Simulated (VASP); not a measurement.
# La2Zr2O (P6/mmm) in VASP: a series of runs, part 3 of 3

VASP 6.6.1.

### Step 5. Single point, PBE, collinear spin

This run uses another cell than the first one, of 30.39 Å³/atom.

INCAR reads:

```
SYSTEM = La2Zr2O
  ALGO = Normal
  EDIFF = 1E-6
  ENCUT = 520
  GGA = PE
  ISIF = 2
  ISMEAR = 0
  ISPIN = 2
  LASPH = .TRUE.
  LCHARG = .TRUE.
  LELF = .TRUE.
  LMAXMIX = 6
  LORBIT = 11
  LREAL = .FALSE.
  LVHAR = .TRUE.
  LWAVE = .FALSE.
  MAGMOM = 0 0 1 1 0
  NBANDS = 38
  NELM = 150
  PREC = Accurate
  SIGMA = 0.1
```

KPOINTS reads:

```
k-points
0
G
  6 6 4
  0 0 0
```

POSCAR reads:

```
La2Zr2O
1.0
    5.1876736520      0.0000000000      0.0000000000
   -2.5938368260      4.4926571692      0.0000000000
    0.0000000000      0.0000000000      6.5200875492
La Zr O
2 2 1
Direct
    0.3333333333      0.6666666667      0.5000000000
    0.6666666667      0.3333333333      0.5000000000
    0.0000000000      0.0000000000      0.8062083894
    0.0000000000      0.0000000000      0.1937916106
    0.0000000000      0.0000000000      0.5000000000
```

Potentials or basis: VASP PAW PBE potentials, release 64 (La, Zr_sv, O).

On the command line:

```bash
$ cat potpaw_PBE.64/La/POTCAR potpaw_PBE.64/Zr_sv/POTCAR potpaw_PBE.64/O/POTCAR > POTCAR
$ mpirun -np 1 vasp_std > vasp.out
```

OUTCAR:

```text
SYSTEM = La2Zr2O
   EDIFF = 1E-6
   ENCUT = 520
   GGA = PE
   ISIF = 2
   ISMEAR = 0
   ISPIN = 2
   LASPH = .TRUE.
   LORBIT = 11
   LREAL = .FALSE.
   NELM = 150
   PREC = Accurate

 ion  position               nearest neighbor table
   1  0.333  0.667  0.500-   2 3.00   2 3.00   2 3.00   4 3.60   3 3.60   4 3.60   3 3.60   4 3.60
                             3 3.60
   2  0.667  0.333  0.500-   1 3.00   1 3.00   1 3.00   4 3.60   3 3.60   3 3.60   4 3.60   3 3.60
                             4 3.60
   3  0.000  0.000  0.806-   5 2.00   4 2.53   1 3.60   2 3.60   2 3.60   1 3.60   2 3.60   1 3.60

   4  0.000  0.000  0.194-   5 2.00   3 2.53   1 3.60   2 3.60   2 3.60   1 3.60   2 3.60   1 3.60

   5  0.000  0.000  0.500-   3 2.00   4 2.00

  LATTYP: Found a hexagonal cell.
 ALAT       =     5.1876736520
 C/A-ratio  =     1.2568422739

[... 1935 lines left out ...]
  --------------------------------------------------------------------------------------
  -------------------------------------------------------------------------------------
  Total        0.0558463      0.0558463      0.1951026     -0.0000000      0.0000000      0.0000000
  in kB        0.5888107      0.5888107      2.0570478     -0.0000000      0.0000000      0.0000000
  external PRESSURE =       1.0782231 kB  Pullay stress =       0.0000000 kB

 VOLUME and BASIS-vectors are now :
 -----------------------------------------------------------------------------
  energy-cutoff  :      520.00
  volume of cell :      151.96
      direct lattice vectors                 reciprocal lattice vectors
     5.187673652  0.000000000  0.000000000     0.192764632  0.111292712  0.000000000
    -2.593836826  4.492657169  0.000000000     0.000000000  0.222585424  0.000000000
     0.000000000  0.000000000  6.520087549     0.000000000  0.000000000  0.153372174

 POSITION                                       TOTAL-FORCE (eV/Angst)
 -----------------------------------------------------------------------------------
     -0.00000      2.99510      3.26004        -0.000000     -0.000000     -0.000000
      2.59384      1.49755      3.26004         0.000000      0.000000      0.000000
      0.00000      0.00000      5.25655        -0.000000     -0.000000      0.040539
      0.00000      0.00000      1.26354        -0.000000      0.000000     -0.040539
      0.00000      0.00000      3.26004        -0.000000      0.000000      0.000000
 -----------------------------------------------------------------------------------
    total drift:                                0.000000      0.000000      0.000000

  FREE ENERGIE OF THE ION-ELECTRON SYSTEM (eV)
  ---------------------------------------------------
  free  energy   TOTEN  =       -29.9611576950 eV

  energy  without entropy=      -29.9207432185  energy(sigma->0) =      -29.94095046

 total charge

# of ion       s       p       d       f       tot
--------------------------------------------------
    1        2.021   5.544   1.097   0.177   8.839
    2        2.021   5.544   1.097   0.177   8.839
    3        2.196   5.921   1.826   0.000   9.943
    4        2.196   5.921   1.826   0.000   9.943
    5        1.586   3.401   0.000   0.000   4.987
--------------------------------------------------
tot         10.020  26.332   5.846   0.353  42.552

 magnetization (x)

# of ion       s       p       d       f       tot
--------------------------------------------------
    1       -0.000   0.000   0.000   0.000   0.000
    2       -0.000   0.000   0.000   0.000   0.000
    3        0.000   0.000   0.001   0.000   0.001
    4        0.000   0.000   0.001   0.000   0.001
    5        0.000   0.000   0.000   0.000   0.000
--------------------------------------------------
tot          0.000   0.000   0.001   0.000   0.002
```

OSZICAR:

```text
N       E                     dE             d eps       ncg     rms          rms(c)
DAV:   1     0.762710915848E+03    0.76271E+03   -0.20813E+04  3216   0.183E+03
DAV:   2     0.112183591003E+03   -0.65053E+03   -0.60322E+03  4204   0.376E+02
DAV:   3    -0.194168660401E+02   -0.13160E+03   -0.12645E+03  4582   0.205E+02
DAV:   4    -0.356036024577E+02   -0.16187E+02   -0.15175E+02  5904   0.605E+01
DAV:   5    -0.384537847360E+02   -0.28502E+01   -0.27661E+01  6336   0.230E+01    0.227E+01
DAV:   6    -0.373064202613E+02    0.11474E+01   -0.28088E+02  5610   0.696E+01    0.158E+01
DAV:   7    -0.314821629298E+02    0.58243E+01   -0.60960E+01  5688   0.467E+01    0.101E+01
DAV:   8    -0.300664360700E+02    0.14157E+01   -0.13233E+01  5800   0.141E+01    0.675E+00
DAV:   9    -0.300002896498E+02    0.66146E-01   -0.17655E+00  6024   0.676E+00    0.293E+00
DAV:  10    -0.299661102984E+02    0.34179E-01   -0.57761E-01  5896   0.267E+00    0.957E-01
DAV:  11    -0.299602972257E+02    0.58131E-02   -0.70356E-02  5872   0.120E+00    0.461E-01
DAV:  12    -0.299611984712E+02   -0.90125E-03   -0.17115E-02  5488   0.619E-01    0.230E-01
DAV:  13    -0.299611199439E+02    0.78527E-04   -0.45329E-03  5680   0.340E-01    0.793E-02
DAV:  14    -0.299611389079E+02   -0.18964E-04   -0.45061E-04  5696   0.143E-01    0.409E-02
DAV:  15    -0.299611383994E+02    0.50849E-06   -0.10235E-04  5696   0.737E-02    0.154E-02
DAV:  16    -0.299611530852E+02   -0.14686E-04   -0.44119E-05  5408   0.334E-02    0.113E-02
DAV:  17    -0.299611573622E+02   -0.42770E-05   -0.10625E-05  4544   0.187E-02    0.562E-03
DAV:  18    -0.299611576950E+02   -0.33283E-06   -0.48647E-06  4080   0.124E-02
   1 F= -.29961158E+02 E0= -.29940950E+02  d E =-.404145E-01  mag=     0.0028
```

Run time: 9.1 min. Hardware: 1 thread of Intel Xeon 8259CL, shared host; peak memory 0.45 GiB.

Results:

| Quantity | Value |
| --- | --- |
| Free energy | -29.9612 eV |
| Pressure | 0.1 GPa |
| Largest force | 0.041 eV/Å |
| Band gap on the k mesh | zero (filled and empty bands overlap) |
| Net moment | 0.01 μB per cell |
| Valence electrons inside the program's atomic spheres | La 8.84; Zr 9.94; O 4.99 |

Forces in eV/Å, atoms in the order of the input:
```
La   0.000  0.000  0.000
La   0.000  0.000  0.000
Zr   0.000  0.000  0.041
Zr   0.000  0.000 -0.041
O    0.000  0.000  0.000
```

Stress tensor (GPa, compression positive):
```
0.06 0.00 0.00
0.00 0.06 0.00
0.00 0.00 0.21
```

Levels at points of the mesh, in eV from the Fermi level:
Spin up:
| k point | band 23 | band 24 | band 25 | band 26 | band 27 | band 28 | band 29 | band 30 |
| --- | --- | --- | --- | --- | --- | --- | --- | --- |
| (0.00, 0.00, 0.00) | -0.97 | 0.11 | 0.11 | 0.21 | 0.29 | 0.29 | 0.29 | 0.55 |
| (0.50, 0.00, 0.00) | -1.00 | -0.98 | -0.88 | 0.19 | 0.37 | 0.43 | 0.55 | 0.70 |
| (0.00, 0.00, 0.50) | -1.33 | -1.33 | -0.89 | -0.89 | 0.45 | 0.98 | 0.98 | 1.27 |
| (0.50, 0.00, 0.50) | -1.19 | -1.04 | -0.12 | -0.06 | 0.22 | 0.37 | 0.42 | 0.49 |
Spin down:
```
           k point  band 23  band 24  band 25  band 26  band 27  band 28  band 29  band 30
(0.00, 0.00, 0.00)    -0.97     0.12     0.12     0.21     0.29     0.29     0.29     0.55
(0.50, 0.00, 0.00)    -1.00    -0.98    -0.88     0.19     0.37     0.43     0.55     0.70
(0.00, 0.00, 0.50)    -1.33    -1.33    -0.89    -0.89     0.45     0.98     0.98     1.27
(0.50, 0.00, 0.50)    -1.19    -1.04    -0.12    -0.06     0.22     0.37     0.42     0.49
```

Caveat: spin-orbit coupling is left out, which moves the levels of the heavy elements.

### Step 6. Summary

```tsv
task	spin	cell	cutoff (eV)	gap on the mesh (eV)	pressure (GPa)	largest force (eV/Å)
single point	off	a = 4.452, b = 4.452, c = 6.259 Å, angles 90.0, 90.0, 120.0°, 5 atoms, atomic positions A	520	none	40.9	6.93
single point	off	a = 5.188, b = 5.188, c = 6.520 Å, angles 90.0, 90.0, 120.0°, 5 atoms, atomic positions B	520	none	0.1	0.04
relaxation of cell and atoms	off	relaxed from a = 4.452, b = 4.452, c = 6.259 Å, angles 90.0, 90.0, 120.0°, 5 atoms, atomic positions A	600	none	-0.1	0.01
single point	collinear	a = 5.188, b = 5.188, c = 6.520 Å, angles 90.0, 90.0, 120.0°, 5 atoms, atomic positions B	520	none	0.1	0.04
```

Alike in all rows: level PBE; potentials or basis VASP PAW PBE potentials, release 64 (La, Zr_sv, O); k mesh 6 × 6 × 4; smearing gaussian 0.1 eV.

Caveats: spin-orbit coupling is left out, which moves the levels of the heavy elements; the cell stands under pressure (at least some runs); forces of over 1 eV/Å act on the atoms, so gaps and moduli don't describe the material at rest (at least some runs); the volume moved by over 15 % at a fixed basis, so the end points are rough (at least some runs).

Total energies depend on the potentials used, so only differences within one code and one set of settings carry meaning.
